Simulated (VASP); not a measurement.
# Sb (R-3m) in VASP: notebook

Sb is run at these levels: LDA; tasks: single point, relaxation of cell and atoms.

All numbers are computed with VASP 6.6.1; they aren't measurements. Logs are shortened: lines on timing, memory, paths and dates and some standing lists are left out, and cuts for length are marked.

### Step 1. The cell of the first run

The structure is trigonal, space group R-3m (No. 166). Conventional cell: a = 4.311 Å, b = 4.311 Å, c = 10.956 Å, α = 90.00°, β = 90.00°, γ = 120.00°. Within 3.8 Å of Sb (site symmetry 3m) lie 6 Sb at 2.89 to 3.30 Å.

### Step 2. Single point, LDA

Contents of INCAR:

```
PREC = Accurate
ENCUT = 500
EDIFF = 1E-6
ISMEAR = -1
SIGMA = 0.02
LREAL = False
LASPH = True
NELM = 120
ALGO = Normal
ISIF = 2
LWAVE = False
LCHARG = False
GGA = CA
NBANDS = 12
GGA_COMPAT = False
```

Contents of KPOINTS:

```
regular mesh
0
Gamma
  5 5 5
```

Contents of POSCAR:

```
Sb
1.0
    2.1552929311      1.2443589539      3.6519174444
   -2.1552929311      1.2443589539      3.6519174444
    0.0000000000     -2.4887179079      3.6519174444
Sb
2
Direct
    0.2341441171      0.2341441171      0.2341441171
    0.7658558829      0.7658558829      0.7658558829
```

Potentials or basis: VASP PAW LDA potentials, release 64 (Sb).

Run with:

```
$ cat potpaw_LDA.64/Sb/POTCAR > POTCAR
$ mpirun -np 1 vasp_std > vasp.out
```

OUTCAR:

```text
PREC = Accurate
   ENCUT = 500
   EDIFF = 1E-6
   ISMEAR = -1
   LREAL = False
   LASPH = True
   NELM = 120
   ISIF = 2
   GGA = CA

 ion  position               nearest neighbor table
   1  0.234  0.234  0.234-   2 2.89   2 2.89   2 2.89   2 3.30   2 3.30   2 3.30
   2  0.766  0.766  0.766-   1 2.89   1 2.89   1 2.89   1 3.30   1 3.30   1 3.30

  LATTYP: Found a trigonal (rhomboedric) cell.
 ALAT       =     4.4193006059
 COS(alpha) =     0.5242974087

  Lattice vectors:

 A1 = (   2.1552929311,   1.2443589539,   3.6519174444)
 A2 = (  -2.1552929311,   1.2443589539,   3.6519174444)
 A3 = (   0.0000000000,  -2.4887179079,   3.6519174444)

Analysis of symmetry for initial positions (statically):
=====================================================================
 Subroutine PRICEL returns:
 Original cell was already a primitive cell.

 Routine SETGRP: Setting up the symmetry group for a
 trigonal (rhombohedral) supercell.

 Subroutine GETGRP returns: Found 12 space group operations
 (whereof 12 operations were pure point group operations)
 out of a pool of 12 trial point group operations.

The static configuration has the point symmetry D_3d.

Analysis of symmetry for dynamics (positions and initial velocities):
=====================================================================
 Subroutine PRICEL returns:
 Original cell was already a primitive cell.

 Routine SETGRP: Setting up the symmetry group for a
 trigonal (rhombohedral) supercell.

 Subroutine GETGRP returns: Found 12 space group operations
 (whereof 12 operations were pure point group operations)
 out of a pool of 12 trial point group operations.

The dynamic configuration has the point symmetry D_3d.

 Subroutine INISYM returns: Found 12 space group operations
 (whereof 12 operations are pure point group operations),
 and found     1 'primitive' translations

----------------------------------------------------------------------------------------

                                     Primitive cell

  volume of cell :      58.7657

  direct lattice vectors                    reciprocal lattice vectors
     2.155292931  1.244358954  3.651917444     0.231987027  0.133937773  0.091276251
    -2.155292931  1.244358954  3.651917444    -0.231987027  0.133937773  0.091276251
     0.000000000 -2.488717908  3.651917444     0.000000000 -0.267875545  0.091276251

  length of vectors
     4.419300606  4.419300606  4.419300606     0.282999402  0.282999402  0.282999402

  position of ions in fractional coordinates (direct lattice)
[... 83 lines left out ...]
   PSTRESS=    0.0 pullay stress
   NELECT =      10.0000    total number of electrons
   NUPDOWN=      -1.0000    fix difference up-down
   EMIN   =  10.00;   EMAX   =-10.00  energy-range for DOS
   EFERMI =   0.00;   METHOD = LEGACY
   ISMEAR =    -1;   SIGMA  =   0.02  broadening in eV -4-tet -1-fermi 0-gaus
   EFERMI_NEDOS =   21; number of points for ismear=-14 and -15
   IALGO  =     38    algorithm
   IMIX   =      4    mixing-type and parameters
     AMIX     =   0.40;   BMIX     =  1.00
     AMIX_MAG =   1.60;   BMIX_MAG =  1.00
  volume/ion in A,a.u.               =      29.38       198.29
  Fermi-wavevector in a.u.,A,eV,Ry     =   0.907194  1.714348 11.197604  0.823001
  Thomas-Fermi vector in A             =   2.030972
   LORBIT       =      0    0 simple, 1 ext, 2 COOP (PROOUT), +10 PAW based schemes
   GGA     = CA    functional components
   LHFCALC =     F    Hartree Fock is set to
   AEXX    =    0.0000 exact exchange contribution
   IVDW    =     0    specifies the selected vdW correction
   LEPSILON=     F    determine dielectric tensor
   LRPA    =     F    only Hartree local field effects (RPA)
 non-spin polarized calculation
  energy-cutoff  :      500.00
  volume of cell :       58.77
 maximum number of plane-waves:      1504
   NGX = 17   NGY = 17   NGZ = 17

 number of electron      10.0000000 magnetization

 number of electron       9.9999999 magnetization

 Free energy of the ion-electron system (eV)
  ---------------------------------------------------
  ext. energy  EPLUGINS =         0.00000000
  ---------------------------------------------------
  free energy    TOTEN  =        -9.66934218 eV

  energy without entropy =       -9.66934136  energy(sigma->0) =       -9.66934177

 E-fermi :   7.4683     XC(G=0):  -9.8396

 val. band max:        7.2492466913   @ k =   0.4000   0.2000   0.2000
 cond. band min:       7.6905279533   @ k =   0.4000   0.4000   0.4000
 fundamental gap:      0.4412812619
 Fermi energy:         7.4682660633

 k-point     1 :       0.0000    0.0000    0.0000
  band No.  band energies     occupation
      1      -5.4432      2.00000
      2       2.7563      2.00000
      3       5.5515      2.00000
      4       5.5518      2.00000
      5       5.5518      2.00000
      6       9.6492      0.00000
      7      10.2412      0.00000
      8      10.2412      0.00000
      9      12.4108      0.00000
     10      12.4108      0.00000
     11      12.7080      0.00000
     12      13.9642      0.00000
[... 256 lines left out ...]
 k-point    19 :      -0.4000    0.4000    0.4000
  band No.  band energies     occupation
      1      -3.4320      2.00000
      2      -1.4302      2.00000
      3       3.2525      2.00000
      4       5.0956      2.00000
      5       5.9441      2.00000
      6       8.8005      0.00000
      7       9.2319      0.00000
      8      11.4342      0.00000
      9      13.3402      0.00000
     10      14.5678      0.00000
     11      14.8814      0.00000
     12      17.7018      0.00000

------------------------ aborting loop because EDIFF is reached ----------------------------------------

  FORCE on cell =-STRESS in cart. coord.  units (eV):
  Direction    XX          YY          ZZ          XY          YZ          ZX
  --------------------------------------------------------------------------------------
  -------------------------------------------------------------------------------------
  Total        0.1101193      0.1101193      0.0866762      0.0000000     -0.0000000      0.0000000
  in kB        3.0022712      3.0022712      2.3631214      0.0000000     -0.0000000      0.0000000
  external PRESSURE =       2.7892213 kB  Pullay stress =       0.0000000 kB

 VOLUME and BASIS-vectors are now :
 -----------------------------------------------------------------------------
  energy-cutoff  :      500.00
  volume of cell :       58.77
      direct lattice vectors                 reciprocal lattice vectors
     2.155292931  1.244358954  3.651917444     0.231987027  0.133937773  0.091276251
    -2.155292931  1.244358954  3.651917444    -0.231987027  0.133937773  0.091276251
     0.000000000 -2.488717908  3.651917444     0.000000000 -0.267875545  0.091276251

 POSITION                                       TOTAL-FORCE (eV/Angst)
 -----------------------------------------------------------------------------------
      0.00000     -0.00000      2.56522         0.000000     -0.000000      0.046747
      0.00000     -0.00000      8.39053         0.000000      0.000000     -0.046747
 -----------------------------------------------------------------------------------
    total drift:                               -0.000000     -0.000000      0.000000

  FREE ENERGIE OF THE ION-ELECTRON SYSTEM (eV)
  ---------------------------------------------------
  free  energy   TOTEN  =        -9.6693421787 eV

  energy  without entropy=       -9.6693413581  energy(sigma->0) =       -9.66934177
```

It took 6.2 s on 1 thread of Intel Xeon 6975P-C, shared host; peak memory 0.15 GiB.

Results:

- Free energy: -9.6693 eV
- Pressure: 0.3 GPa
- Largest force: 0.047 eV/Å
- Band gap on the k mesh: 0.44 eV, indirect (least direct gap 0.69 eV)

Forces in eV/Å, atoms in the order of the input:
```
Sb   0.000  0.000  0.047
Sb   0.000  0.000 -0.047
```

Caveat: spin-orbit coupling is left out, which moves the levels of the heavy elements.

### Step 3. Relaxation of cell and atoms, LDA

This run uses another cell than the first one, of 30.21 Å³/atom, 1.028 times its volume.

Contents of INCAR:

```
SYSTEM = Sb
  PREC = Accurate
  ENCUT = 500
  EDIFF = 1E-7
  ISMEAR = -1
  SIGMA = 0.02
  LREAL = .FALSE.
  LASPH = .TRUE.
  NELM = 120
  ALGO = Normal
  ISIF = 3
  LWAVE = .FALSE.
  LCHARG = .FALSE.
  IBRION = 2
  NSW = 80
  EDIFFG = -0.02
  GGA_COMPAT = .FALSE.
  NELMIN = 4
```

Contents of KPOINTS:

```
Automatic mesh
0
G
  5 5 5
  0 0 0
```

Contents of POSCAR:

```
Sb
1.0
    2.1542000000      1.2437279500      3.7580000000
   -2.1542000000      1.2437279500      3.7580000000
    0.0000000000     -2.4874559000      3.7580000000
Sb
2
Direct
    0.2334900000      0.2334900000      0.2334900000
    0.7665100000      0.7665100000      0.7665100000
```

Potentials or basis: VASP PAW LDA potentials, release 64 (Sb).

Run with:

```
$ cat potpaw_LDA.64/Sb/POTCAR > POTCAR
$ mpirun -np 1 vasp_std > vasp.out
```

OUTCAR:

```text
SYSTEM = Sb
   PREC = Accurate
   ENCUT = 500
   EDIFF = 1E-7
   ISMEAR = -1
   LREAL = .FALSE.
   LASPH = .TRUE.
   NELM = 120
   ISIF = 3
   IBRION = 2
   NSW = 80
   EDIFFG = -0.02
   NELMIN = 4

 ion  position               nearest neighbor table
   1  0.233  0.233  0.233-   2 2.91   2 2.91   2 2.91   2 3.35   2 3.35   2 3.35
   2  0.767  0.767  0.767-   1 2.91   1 2.91   1 2.91   1 3.35   1 3.35   1 3.35

  LATTYP: Found a trigonal (rhomboedric) cell.
 ALAT       =     4.5066618304
 COS(alpha) =     0.5430253623

  Lattice vectors:

 A1 = (   2.1542000000,   1.2437279500,   3.7580000000)
 A2 = (  -2.1542000000,   1.2437279500,   3.7580000000)
 A3 = (   0.0000000000,  -2.4874559000,   3.7580000000)

Analysis of symmetry for initial positions (statically):
=====================================================================
 Subroutine PRICEL returns:
 Original cell was already a primitive cell.

 Routine SETGRP: Setting up the symmetry group for a
 trigonal (rhombohedral) supercell.

 Subroutine GETGRP returns: Found 12 space group operations
 (whereof 12 operations were pure point group operations)
 out of a pool of 12 trial point group operations.

The static configuration has the point symmetry D_3d.

Analysis of symmetry for dynamics (positions and initial velocities):
=====================================================================
 Subroutine PRICEL returns:
 Original cell was already a primitive cell.

 Routine SETGRP: Setting up the symmetry group for a
 trigonal (rhombohedral) supercell.

 Subroutine GETGRP returns: Found 12 space group operations
 (whereof 12 operations were pure point group operations)
 out of a pool of 12 trial point group operations.

The dynamic configuration has the point symmetry D_3d.

 Subroutine INISYM returns: Found 12 space group operations
 (whereof 12 operations are pure point group operations),
[... 98 lines left out ...]
   POTIM  = 0.5000    time-step for ionic-motion
   TEBEG  =    0.0;   TEEND  =   0.0 temperature during run
   PSTRESS=    0.0 pullay stress
   NELECT =      10.0000    total number of electrons
   NUPDOWN=      -1.0000    fix difference up-down
   EMIN   =  10.00;   EMAX   =-10.00  energy-range for DOS
   EFERMI =   0.00;   METHOD = LEGACY
   ISMEAR =    -1;   SIGMA  =   0.02  broadening in eV -4-tet -1-fermi 0-gaus
   EFERMI_NEDOS =   21; number of points for ismear=-14 and -15
   IALGO  =     38    algorithm
   IMIX   =      4    mixing-type and parameters
     AMIX     =   0.40;   BMIX     =  1.00
     AMIX_MAG =   1.60;   BMIX_MAG =  1.00
  volume/ion in A,a.u.               =      30.21       203.84
  Fermi-wavevector in a.u.,A,eV,Ry     =   0.898880  1.698637 10.993305  0.807985
  Thomas-Fermi vector in A             =   2.021644
   LORBIT       =      0    0 simple, 1 ext, 2 COOP (PROOUT), +10 PAW based schemes
   GGA     = CA    functional components
   LHFCALC =     F    Hartree Fock is set to
   AEXX    =    0.0000 exact exchange contribution
   IVDW    =     0    specifies the selected vdW correction
   LEPSILON=     F    determine dielectric tensor
   LRPA    =     F    only Hartree local field effects (RPA)
 conjugate gradient relaxation of ions
 non-spin polarized calculation
  energy-cutoff  :      500.00
  volume of cell :       60.41
 maximum number of plane-waves:      1547
 NGX is ok and might be reduce to    36
   NGX = 17   NGY = 17   NGZ = 17

--------------------------------------- Ionic step        1  -------------------------------------------

 number of electron      10.0000000 magnetization

 Free energy of the ion-electron system (eV)
  ---------------------------------------------------
  ext. energy  EPLUGINS =         0.00000000
  ---------------------------------------------------
  free energy    TOTEN  =        -9.66103942 eV

  energy without entropy =       -9.66103669  energy(sigma->0) =       -9.66103806

------------------------ aborting loop because EDIFF is reached ----------------------------------------

  FORCE on cell =-STRESS in cart. coord.  units (eV):
  Direction    XX          YY          ZZ          XY          YZ          ZX
  --------------------------------------------------------------------------------------
  -------------------------------------------------------------------------------------
  Total       -0.2424708     -0.2424708     -0.6632116     -0.0000000      0.0000000      0.0000000
  in kB       -6.4305862     -6.4305862    -17.5890862     -0.0000000      0.0000000      0.0000000
  external PRESSURE =     -10.1500862 kB  Pullay stress =       0.0000000 kB
[... 167 lines left out ...]
--------------------------------------- Ionic step        6  -------------------------------------------

 number of electron      10.0000000 magnetization

 Free energy of the ion-electron system (eV)
  ---------------------------------------------------
  ext. energy  EPLUGINS =         0.00000000
  ---------------------------------------------------
  free energy    TOTEN  =        -9.66962922 eV

  energy without entropy =       -9.66962843  energy(sigma->0) =       -9.66962882

 E-fermi :   7.4059     XC(G=0):  -9.8212

 val. band max:        7.1859830862   @ k =   0.4000   0.2000   0.2000
 cond. band min:       7.6282119251   @ k =   0.4000   0.4000   0.4000
 fundamental gap:      0.4422288388
 Fermi energy:         7.4058671869

 k-point     1 :       0.0000    0.0000    0.0000
  band No.  band energies     occupation
      1      -5.4637      2.00000
      2       2.6728      2.00000
      3       5.4988      2.00000
      4       5.4988      2.00000
      5       5.5123      2.00000
      6       9.5951      0.00000
      7      10.1784      0.00000
      8      10.1784      0.00000
      9      12.3484      0.00000
[... 243 lines left out ...]
  FREE ENERGIE OF THE ION-ELECTRON SYSTEM (eV)
  ---------------------------------------------------
  free  energy   TOTEN  =        -9.6696292176 eV

  energy  without entropy=       -9.6696284295  energy(sigma->0) =       -9.66962882

 reached required accuracy - stopping structural energy minimisation
```

OSZICAR:

```text
N       E                     dE             d eps       ncg     rms          rms(c)
DAV:   1     0.365955947743E+02    0.36596E+02   -0.36848E+03   342   0.852E+02
DAV:   2    -0.800144701657E+01   -0.44597E+02   -0.43806E+02   465   0.126E+02
DAV:   3    -0.966658703592E+01   -0.16651E+01   -0.16620E+01   463   0.295E+01
[... 42 lines left out ...]
DAV:   1    -0.966963172640E+01   -0.18791E-03   -0.50290E-03   366   0.461E-01    0.208E-02
DAV:   2    -0.966963410749E+01   -0.23811E-05   -0.14066E-04   396   0.970E-02    0.105E-02
DAV:   3    -0.966962993084E+01    0.41767E-05   -0.70357E-06   396   0.173E-02    0.340E-03
DAV:   4    -0.966962922876E+01    0.70208E-06   -0.15574E-06   391   0.706E-03    0.201E-03
DAV:   5    -0.966962921757E+01    0.11191E-07   -0.43104E-08   176   0.175E-03
   6 F= -.96696292E+01 E0= -.96696288E+01  d E =-.185371E-03
```

CONTCAR:

```text
Sb
   1.00000000000000
     2.1595871731362144    1.2468382358611749    3.6536152792840664
    -2.1595871731362144    1.2468382358611749    3.6536152792840664
    -0.0000000000000000   -2.4936764717223499    3.6536152792840664
  Sb
     2
Direct
     0.2342198691739022    0.2342198691739022    0.2342198691739022
     0.7657801308260979    0.7657801308260979    0.7657801308260979

  0.00000000E+00  0.00000000E+00  0.00000000E+00
  0.00000000E+00  0.00000000E+00  0.00000000E+00
```

Run time: 40 s. Hardware: 1 thread of Intel Xeon 6975P-C, shared host; peak memory 0.17 GiB.

Results:

```
Free energy                            : -9.6696 eV
Relaxed volume                         : 29.51 Å³/atom
Relaxed cell                           : a = 4.423 Å, b = 4.423 Å, c = 4.423 Å, α = 58.45°, β = 58.45°, γ = 58.45°
Space group after relaxing (to 0.05 Å) : R-3m (No. 166)
Energy gained by relaxing              : 4.3 meV/atom
Ionic steps                            : 6
Pressure after relaxing                : 0.0 GPa
Largest force after relaxing           : 0.019 eV/Å
Band gap on the k mesh                 : 0.44 eV, indirect (least direct gap 0.68 eV)
```

Forces on the atoms (eV/Å):
```
Sb   0.000  0.000  0.019
Sb   0.000  0.000 -0.019
```

Step by step:
```
step  energy change (eV)  largest force (eV/Å)  pressure (GPa)  volume (Å³)
   1              0.0000                0.0489           -1.02        60.41
   2             -0.0043                0.1294            0.69        58.75
   3             -0.0051                0.0803            0.20        59.20
   4             -0.0074                0.0633            0.10        59.14
   5             -0.0084                0.0435           -0.02        59.07
   6             -0.0086                0.0194           -0.04        59.03
```

Final structure:
```
CELL_PARAMETERS angstrom
2.15959 1.24684 3.65362
-2.15959 1.24684 3.65362
0.00000 -2.49368 3.65362
ATOMIC_POSITIONS crystal
Sb 0.23422 0.23422 0.23422
Sb 0.76578 0.76578 0.76578
```

Caveat: spin-orbit coupling is left out, which moves the levels of the heavy elements.
